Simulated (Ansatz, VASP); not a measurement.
Two plane-wave programs on Al

```
Al
1.0
     2.68681   -1.77578    0.00000
     2.68681    1.77578    0.00000
     0.00000    0.00000    7.24384
Al
4
Direct
  0.85000 0.15000 0.11700
  0.65000 0.35000 0.61700
  0.15000 0.85000 0.88300
  0.35000 0.65000 0.38300
```

Alike in both runs: task relaxation of cell and atoms; functional PBEsol; k mesh 6 × 6 × 4; occupations gaussian, width 0.1 eV; no spin polarisation.

```csv
,VASP,Ansatz
version,VASP 6.6.1,Ansatz 0.2.0
potentials or method,"VASP PAW PBE potentials, release 64 (Al), cutoff 500 eV","scalar-relativistic, plane waves, PAW"
valence electrons in the cell,12,12
```

|  | VASP | Ansatz | Ansatz less VASP |
| --- | --- | --- | --- |
| gap on the k mesh at the Fermi level, each at its own relaxed structure (eV) | none | none | - |
| relaxed volume (Å³/atom) | 16.26 | 16.20 | -0.066 |
| relaxed cell length with the largest relative difference (Å) | 8.036 | 8.015 | -0.0209 |

VASP's potentials were made for PBE, not for PBEsol. A gap of «none» marks a metal or a gap that the smearing closes.

Noted on VASP's run: too few bands were computed for a metal, which touches its energy and stress.
